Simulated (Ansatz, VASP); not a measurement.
Two plane-wave programs on BiTe4

Contents of INCAR:

```
PREC = Accurate
ENCUT = 600
EDIFF = 1E-6
ISMEAR = 0
SIGMA = 0.1
LREAL = F
LASPH = T
NELM = 100
ALGO = Normal
ISIF = 3
LWAVE = F
LCHARG = F
GGA = PE
IBRION = 2
NSW = 100
EDIFFG = -0.01
```

KPOINTS

```
Automatic mesh
0
Gamma
  10 10 10
```

The input POSCAR:

```
BiTe4
1.0
   -3.0642240440      3.0642240440      4.6875081121
    3.0642240440     -3.0642240440      4.6875081121
    3.0642240440      3.0642240440     -4.6875081121
Bi Te
1 4
Direct
    0.0000000000      0.0000000000      0.0000000000
    0.3383666928      0.3383666928      0.0000000000
    0.6616333072      0.6616333072      0.0000000000
    0.5000000000      0.0000000000      0.5000000000
    0.0000000000      0.5000000000      0.5000000000
```

Input for Ansatz:

```yaml
crystal:
  lattice:
    - [-3.064224044, 3.064224044, 4.6875081121]
    - [3.064224044, -3.064224044, 4.6875081121]
    - [3.064224044, 3.064224044, -4.6875081121]
  atoms:
    - { symbol: Bi, position: [0.0, 0.0, 0.0] }
    - { symbol: Te, position: [0.3383666928, 0.3383666928, 0.0] }
    - { symbol: Te, position: [0.6616333072, 0.6616333072, 0.0] }
    - { symbol: Te, position: [0.5, 0.0, 0.5] }
    - { symbol: Te, position: [0.0, 0.5, 0.5] }
basis:
  ecutwfc: 420
kpoints:
  mp_grid: { grid: [10, 10, 10] }
hamiltonian:
  xc: pbe
scf:
  occupations: { method: gaussian, width: 0.1 }
output:
  forces: true
  stress: true
  eigenvalues: true
relax:
  adjacent_minimum: "off"
  f_tol: 0.01
  max_steps: 80
  cell: { stress_tol: 0.05 }
```

Change from the starting cell: species swapped into the PbF4 type (I4/mmm, No. 139).

Alike in both runs: task relaxation of cell and atoms; functional PBE; k mesh 10 × 10 × 10; occupations gaussian, width 0.1 eV; no spin polarisation.

```csv
,VASP,Ansatz
version,VASP 6.6.1,Ansatz 0.2.0
potentials or method,"VASP PAW PBE potentials, release 64 (Bi_d, Te), cutoff 600 eV","scalar-relativistic, plane waves, PAW"
valence electrons in the cell,39,79
```

```tsv
	VASP	Ansatz	Ansatz less VASP
gap on the k mesh at the Fermi level, each at its own relaxed structure (eV)	none	none	-
relaxed volume (Å³/atom)	35.30	35.33	+0.035
relaxed length of the cell vector where the two differ most in proportion (Å)	6.389	6.392	+0.0026
```

A gap of «none» marks a metal or a gap that the smearing closes. VASP's potentials hold 39 valence electrons a cell and Ansatz's 79, so a difference there can come from the potentials and not from the codes.

Spin-orbit coupling is off throughout.
